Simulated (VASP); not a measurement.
# NaH (P6_3/mmc) in VASP: single point with HSE06

Aim: the single point of NaH with HSE06.

All numbers are computed with VASP 6.6.1; they aren't measurements. Logs are shortened: lines on timing, memory, paths and dates and some standing lists are left out, and cuts for length are marked.

## Step 1: The cell of the first run

It takes space group P6_3/mmc (No. 194, hexagonal). Conventional cell: a = 3.953 Å, b = 3.953 Å, c = 4.828 Å, α = 90.00°, β = 90.00°, γ = 120.00°. Na (site symmetry -6m2) has 5 H at 2.28 to 2.41 Å within 3.0 Å. Within 3.0 Å of H (site symmetry -6m2) lie 5 Na at 2.28 to 2.41 Å.

## Step 2: Single point, HSE06

POSCAR reads:

```
NaH
1.0
    3.9533072841      0.0000000000      0.0000000000
   -1.9766536420      3.4236645370      0.0000000000
    0.0000000000      0.0000000000      4.8283237770
Na H
2 2
Direct
    0.3333333333      0.6666666667      0.2500000000
    0.6666666667      0.3333333333      0.7500000000
    0.6666666667      0.3333333333      0.2500000000
    0.3333333333      0.6666666667      0.7500000000
```

INCAR.step1 reads:

```
PREC     = Accurate       # precision mode
ENCUT    = 520            # plane-wave cutoff, eV
EDIFF    = 1E-5           # SCF threshold, eV
ISMEAR   = 0              # smearing method
SIGMA    = 0.01           # smearing width, eV
LREAL    = F              # projectors in reciprocal space
LASPH    = T              # aspherical terms in the spheres
NELM     = 80             # most SCF steps
ALGO     = Normal         # electronic algorithm
ISIF     = 2              # what is computed and relaxed
LWAVE    = T              # write WAVECAR
LCHARG   = F              # write CHGCAR
NBANDS   = 16             # bands
GGA      = PE             # functional
```

INCAR.step2 reads:

```
PREC     = Accurate       # precision mode
ENCUT    = 520            # plane-wave cutoff, eV
EDIFF    = 1E-7           # SCF threshold, eV
ISMEAR   = 0              # smearing method
SIGMA    = 0.01           # smearing width, eV
LREAL    = F              # projectors in reciprocal space
LASPH    = T              # aspherical terms in the spheres
NELM     = 80             # most SCF steps
ALGO     = Normal         # electronic algorithm
ISIF     = 2              # what is computed and relaxed
LWAVE    = F              # write WAVECAR
LCHARG   = F              # write CHGCAR
GGA      = PE             # functional
LHFCALC  = T              # exact exchange
HFSCREEN = 0.2079         # screening, 1/A
PRECFOCK = Normal       
NBANDS   = 16             # bands
ISTART   = 1
```

KPOINTS reads:

```
regular mesh
0
Gamma
  6 6 4
```

Potentials or basis: VASP PAW PBE potentials, release 64 (Na_pv, H).

Started as:

```console
> cat potpaw_PBE.64/Na_pv/POTCAR potpaw_PBE.64/H/POTCAR > POTCAR
> cp INCAR.step1 INCAR
> mpirun -np 1 vasp_std > vasp.out
> cp INCAR.step2 INCAR
> mpirun -np 1 vasp_std > vasp.out
```

OUTCAR:

```text
PREC = Accurate
   ENCUT = 520
   EDIFF = 1E-7
   ISMEAR = 0
   LREAL = F
   LASPH = T
   NELM = 80
   ISIF = 2
   GGA = PE
   LHFCALC = T
   HFSCREEN = 0.2079
   PRECFOCK = Normal
   ISTART = 1

 ion  position               nearest neighbor table
   1  0.333  0.667  0.250-
   2  0.667  0.333  0.750-
   3  0.667  0.333  0.250-
   4  0.333  0.667  0.750-

  LATTYP: Found a hexagonal cell.
 ALAT       =     3.9533072841
 C/A-ratio  =     1.2213378394

  Lattice vectors:

 A1 = (   3.9533072841,   0.0000000000,   0.0000000000)
 A2 = (  -1.9766536420,   3.4236645370,   0.0000000000)
 A3 = (   0.0000000000,   0.0000000000,   4.8283237770)

Analysis of symmetry for initial positions (statically):
=====================================================================
 Subroutine PRICEL returns:
 Original cell was already a primitive cell.

 Routine SETGRP: Setting up the symmetry group for a
 hexagonal supercell.

 Subroutine GETGRP returns: Found 24 space group operations
 (whereof 12 operations were pure point group operations)
 out of a pool of 24 trial point group operations.

The static configuration has the point symmetry D_3d.
 The point group associated with its full space group is D_6h.

Analysis of symmetry for dynamics (positions and initial velocities):
=====================================================================
 Subroutine PRICEL returns:
 Original cell was already a primitive cell.

 Routine SETGRP: Setting up the symmetry group for a
 hexagonal supercell.

 Subroutine GETGRP returns: Found 24 space group operations
 (whereof 12 operations were pure point group operations)
 out of a pool of 24 trial point group operations.

The dynamic configuration has the point symmetry D_3d.
 The point group associated with its full space group is D_6h.

 Subroutine INISYM returns: Found 24 space group operations
 (whereof 12 operations are pure point group operations),
 and found     1 'primitive' translations

----------------------------------------------------------------------------------------

                                     Primitive cell

  volume of cell :      65.3504

  direct lattice vectors                    reciprocal lattice vectors
     3.953307284  0.000000000  0.000000000     0.252952763  0.146042346  0.000000000
    -1.976653642  3.423664537  0.000000000     0.000000000  0.292084691  0.000000000
     0.000000000  0.000000000  4.828323777     0.000000000  0.000000000  0.207111214

  length of vectors
     3.953307284  3.953307284  4.828323777     0.292084691  0.292084691  0.207111214

  position of ions in fractional coordinates (direct lattice)
     0.333333333  0.666666667  0.250000000
     0.666666667  0.333333333  0.750000000
     0.666666667  0.333333333  0.250000000
     0.333333333  0.666666667  0.750000000

  ion indices of the primitive-cell ions
   primitive index   ion index
                 1           1
                 2           2
                 3           3
                 4           4

----------------------------------------------------------------------------------------

 KPOINTS: regular mesh

Automatic generation of k-mesh.
 Grid dimensions read from file:
 generate k-points for:    6    6    4

 Generating k-lattice:

  Cartesian coordinates                     Fractional coordinates (reciprocal lattice)
     0.042158794  0.024340391  0.000000000     0.166666667  0.000000000  0.000000000
     0.000000000  0.048680782  0.000000000     0.000000000  0.166666667  0.000000000
     0.000000000  0.000000000  0.051777804     0.000000000  0.000000000  0.250000000

  Length of vectors
     0.048680782  0.048680782  0.051777804

  Shift w.r.t. Gamma in fractional coordinates (k-lattice)
     0.000000000  0.000000000  0.000000000

 Subroutine IBZKPT returns following result:
 ===========================================

 Found     21 irreducible k-points:

 Following reciprocal coordinates:
            Coordinates               Weight
  0.000000  0.000000  0.000000      1.000000
  0.166667  0.000000  0.000000      6.000000
  0.333333 -0.000000  0.000000      6.000000
  0.500000  0.000000  0.000000      3.000000
  0.166667  0.166667  0.000000      6.000000
  0.333333  0.166667  0.000000     12.000000
[... 13 lines left out ...]
  0.333333  0.166667  0.500000     12.000000
  0.333333  0.333333  0.500000      2.000000
   k-points           NKPTS =     21   k-points in BZ     NKDIM =    144   number of bands    NBANDS=     16
   number of dos      NEDOS =    301   number of ions     NIONS =      4
   total plane-waves  NPLWV =  32400
   dimension x,y,z NGX =    30 NGY =   30 NGZ =   36
   dimension x,y,z NGXF=    60 NGYF=   60 NGZF=   72
   ions per type =               2   2
   NGX,Y,Z   is equivalent  to a cutoff of  12.62, 12.62, 12.40 a.u.
   NGXF,Y,Z  is equivalent  to a cutoff of  25.23, 25.23, 24.79 a.u.
 SYSTEM =  unknown system
   PREC   = accura    normal or accurate (medium, high low for compatibility)
   ISTART =      1    job   : 0-new  1-cont  2-samecut
   ICHARG =      0    charge: 1-file 2-atom 10-const
   ISPIN  =      1    spin polarized calculation?
   LNONCOLLINEAR =      F non collinear calculations
   LSORBIT =      F    spin-orbit coupling
   LASPH  =      T    aspherical Exc in radial PAW
   ENCUT  =  520.0 eV  38.22 Ry    6.18 a.u.   7.35  7.35  8.98*2*pi/ulx,y,z
   NELM   =     80;   NELMIN=  2; NELMDL=  0     # of ELM steps
   EDIFF  = 0.1E-06   stopping-criterion for ELM
   LREAL  =      F    real-space projection
   EDIFFG = 0.1E-05   stopping-criterion for IOM
   NSW    =      0    number of steps for IOM
   IBRION =     -1    ionic relax: 0-MD 1-quasi-New 2-CG
   NFREE  =      0    steps in history (QN), initial steepest desc. (CG)
   ISIF   =      2    stress and relaxation
   ISYM   =      3    0-nonsym 1-usesym 2-fastsym
   POTIM  = 0.5000    time-step for ionic-motion
   TEBEG  =    0.0;   TEEND  =   0.0 temperature during run
   PSTRESS=    0.0 pullay stress
   NELECT =      16.0000    total number of electrons
   NUPDOWN=      -1.0000    fix difference up-down
   EMIN   =  10.00;   EMAX   =-10.00  energy-range for DOS
   EFERMI =   0.00;   METHOD = LEGACY
   ISMEAR =     0;   SIGMA  =   0.01  broadening in eV -4-tet -1-fermi 0-gaus
   EFERMI_NEDOS =   21; number of points for ismear=-14 and -15
   IALGO  =     38    algorithm
   IMIX   =      1    mixing-type and parameters
     AMIX     =   0.40;   BMIX     =  1.00
     AMIX_MAG =   1.60;   BMIX_MAG =  1.00
  volume/ion in A,a.u.               =      16.34       110.25
  Fermi-wavevector in a.u.,A,eV,Ry     =   1.024154  1.935371 14.271045  1.048892
  Thomas-Fermi vector in A             =   2.157926
   LORBIT       =      0    0 simple, 1 ext, 2 COOP (PROOUT), +10 PAW based schemes
   GGA     = PE    functional components
   LHFCALC =     T    Hartree Fock is set to
   PRECFOCK=normal    Normal, Fast or Accurate (Low or Medium for compatibility)
   ENCUT4O =  -1.0   cutoff for four orbital integrals eV
   NKREDX  =     1    reduce k-point grid by
   NKREDY  =     1    reduce k-point grid by
   NKREDZ  =     1    reduce k-point grid by
   AEXX    =    0.2500 exact exchange contribution
   HFSCREEN=    0.2079 screening length (either q_TF or 0.3 A-1)
   HFSCREENC=   0.2079 screening length for correlation (either q_TF or 0.3 A-1)
   ENCUTFOCK=  -1.0 apply spherical cutoff to Coloumb kernel
   IVDW    =     0    specifies the selected vdW correction
   LEPSILON=     F    determine dielectric tensor
   LRPA    =     F    only Hartree local field effects (RPA)
 non-spin polarized calculation
 Gauss-broadening in eV      SIGMA  =   0.01
  energy-cutoff  :      520.00
  volume of cell :       65.35
 maximum number of plane-waves:      1794
 NGX is ok and might be reduce to    30
  NGX = 24; NGY = 24; NGZ = 28

 number of electron      16.0000017 magnetization

 Free energy of the ion-electron system (eV)
  ---------------------------------------------------
  ext. energy  EPLUGINS =         0.00000000
  ---------------------------------------------------
  free energy    TOTEN  =       -11.41302144 eV

  energy without entropy =      -11.41302144  energy(sigma->0) =      -11.41302144

 E-fermi :  -2.0182     XC(G=0):  -5.9807

 val. band max:       -2.1414048409   @ k =   0.1667   0.0000   0.0000
 cond. band min:       2.1198999577   @ k =   0.3333   0.3333   0.0000
 fundamental gap:      4.2613047986
 Fermi energy:        -2.0181967301

 k-point     1 :       0.0000    0.0000    0.0000
  band No.  band energies     occupation
      1     -26.7372      2.00000
      2     -26.7019      2.00000
      3     -26.7019      2.00000
      4     -26.6760      2.00000
      5     -26.6760      2.00000
      6     -26.6573      2.00000
[... 8 lines left out ...]
     15       9.8421      0.00000
     16      14.7202      0.00000

 k-point     2 :       0.1667    0.0000    0.0000
  band No.  band energies     occupation
      1     -26.7320      2.00000
      2     -26.7057      2.00000
      3     -26.7045      2.00000
      4     -26.6814      2.00000
      5     -26.6753      2.00000
      6     -26.6616      2.00000
[... 8 lines left out ...]
     15      11.9374      0.00000
     16      12.5973      0.00000

 k-point     3 :       0.3333   -0.0000    0.0000
  band No.  band energies     occupation
      1     -26.7188      2.00000
      2     -26.7135      2.00000
      3     -26.7091      2.00000
      4     -26.6917      2.00000
      5     -26.6744      2.00000
      6     -26.6729      2.00000
[... 8 lines left out ...]
     15      11.3600      0.00000
     16      12.5690      0.00000
[... 305 lines left out ...]
 k-point    20 :       0.3333    0.1667    0.5000
  band No.  band energies     occupation
      1     -26.7354      2.00000
      2     -26.7354      2.00000
      3     -26.6955      2.00000
      4     -26.6955      2.00000
      5     -26.6668      2.00000
      6     -26.6668      2.00000
[... 8 lines left out ...]
     15      13.3323      0.00000
     16      13.3323      0.00000

 k-point    21 :       0.3333    0.3333    0.5000
  band No.  band energies     occupation
      1     -26.7367      2.00000
      2     -26.7367      2.00000
      3     -26.6989      2.00000
      4     -26.6989      2.00000
      5     -26.6645      2.00000
      6     -26.6645      2.00000
[... 8 lines left out ...]
     15      13.8704      0.00000
     16      13.8704      0.00000

------------------------ aborting loop because EDIFF is reached ----------------------------------------

  FORCE on cell =-STRESS in cart. coord.  units (eV):
  Direction    XX          YY          ZZ          XY          YZ          ZX
  --------------------------------------------------------------------------------------
  -------------------------------------------------------------------------------------
  Total        0.0471089      0.0471089      0.0546242      0.0000000      0.0000000      0.0000000
  in kB        1.1549548      1.1549548      1.3392060      0.0000000      0.0000000      0.0000000
  external PRESSURE =       1.2163719 kB  Pullay stress =       0.0000000 kB

 VOLUME and BASIS-vectors are now :
 -----------------------------------------------------------------------------
  energy-cutoff  :      520.00
  volume of cell :       65.35
      direct lattice vectors                 reciprocal lattice vectors
     3.953307284  0.000000000  0.000000000     0.252952763  0.146042346  0.000000000
    -1.976653642  3.423664537  0.000000000     0.000000000  0.292084691  0.000000000
     0.000000000  0.000000000  4.828323777     0.000000000  0.000000000  0.207111214

 POSITION                                       TOTAL-FORCE (eV/Angst)
 -----------------------------------------------------------------------------------
     -0.00000      2.28244      1.20708        -0.000000      0.000000     -0.000000
      1.97665      1.14122      3.62124         0.000000      0.000000     -0.000000
      1.97665      1.14122      1.20708        -0.000000      0.000000      0.000000
     -0.00000      2.28244      3.62124         0.000000     -0.000000      0.000000
 -----------------------------------------------------------------------------------
    total drift:                               -0.000000      0.000000     -0.000000

  FREE ENERGIE OF THE ION-ELECTRON SYSTEM (eV)
  ---------------------------------------------------
  free  energy   TOTEN  =       -11.4130214386 eV

  energy  without entropy=      -11.4130214386  energy(sigma->0) =      -11.41302144
```

Run time: 32 min. Hardware: 1 thread of Intel Xeon Platinum 8488C (Sapphire Rapids), shared host; peak memory 0.3 GiB.

Results:

- Free energy: -11.4130 eV
- Pressure: 0.1 GPa
- Band gap on the k mesh: 4.26 eV (least direct gap 5.25 eV)

Caveat: the PAW data sets were made with another functional, which shifts forces and pressure a little.
